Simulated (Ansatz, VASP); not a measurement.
**Na: VASP beside Ansatz**

Contents of POSCAR:

```
Na
1.0
    3.7248896839      0.0000000000      0.0000000000
   -1.8624448419      3.2258490925      0.0000000000
    0.0000000000      0.0000000000     12.6203525792
Na
4
Direct
    0.6666666667      0.3333333333      0.7500000000
    0.0000000000      0.0000000000      0.5000000000
    0.3333333333      0.6666666667      0.2500000000
    0.0000000000      0.0000000000      0.0000000000
```

File INCAR.step1:

```
SYSTEM = Na
PREC = Accurate
ENCUT = 520
ISMEAR = -1
SIGMA = 0.05
LREAL = .FALSE.
LASPH = .TRUE.
NELM = 60
NBANDS = 22
GGA = PE
ALGO = Normal
EDIFF = 1E-4
LWAVE = .TRUE.
LCHARG = .FALSE.
```

INCAR.step2

```
SYSTEM = Na
PREC = Accurate
ENCUT = 520
EDIFF = 1E-6
ISMEAR = -1
SIGMA = 0.05
LREAL = .FALSE.
LASPH = .TRUE.
NELM = 60
ALGO = Normal
ISIF = 2
LWAVE = .FALSE.
LCHARG = .TRUE.
METAGGA = R2SCAN
LMIXTAU = .TRUE.
LELF = .TRUE.
LVHAR = .TRUE.
NBANDS = 22
ISTART = 1
```

File KPOINTS:

```
regular mesh
0
G
  8 8 3
  0 0 0
```

input.yaml

```yaml
crystal:
  lattice:
    - [3.7248896839, 0.0, 0.0]
    - [-1.8624448419, 3.2258490925, 0.0]
    - [0.0, 0.0, 12.6203525792]
  atoms:
    - { symbol: Na, position: [0.6666666667, 0.3333333333, 0.75] }
    - { symbol: Na, position: [0.0, 0.0, 0.5] }
    - { symbol: Na, position: [0.3333333333, 0.6666666667, 0.25] }
    - { symbol: Na, position: [0.0, 0.0, 0.0] }
hamiltonian:
  xc: r2scan
  pseudopotentials: { kind: paw }
kpoints:
  mp_grid: { grid: [8, 8, 3] }
scf:
  occupations: { method: fermi_dirac, width: 0.05 }
output:
  forces: true
  stress: true
  eigenvalues: true
```

Alike in both runs: task single point; functional r2SCAN; k mesh 8 × 8 × 3; occupations fermi-dirac, width 0.05 eV; no spin polarisation.

|  | VASP | Ansatz |
| --- | --- | --- |
| version | VASP 6.6.1 | Ansatz 0.2.0 |
| potentials or method | VASP PAW PBE potentials, release 64 (Na_pv) | Ansatz PAW |
| plane-wave cutoff (eV) | 520 | 500 |
| valence electrons in the cell | 28 | 36 |

VASP gave:

```
gap on the k mesh at the Fermi level (eV)                     : none
pressure (GPa)                                                : 0.0
traceless stress, the component that is largest in VASP (GPa) : -0.69
```

Q: What did Ansatz give for the same quantities?

A: gap on the k mesh at the Fermi level (eV): none; pressure (GPa): 0.0; traceless stress, the component that is largest in VASP (GPa): -0.68.

VASP's potentials were made for PBE, not for r2SCAN. A gap of «none» marks a metal or a gap that the smearing closes. With one functional, cell and mesh, what is left measures potentials, basis and numerics. VASP's potentials hold 28 valence electrons a cell and Ansatz's 36, so a difference there can come from the potentials and not from the codes.
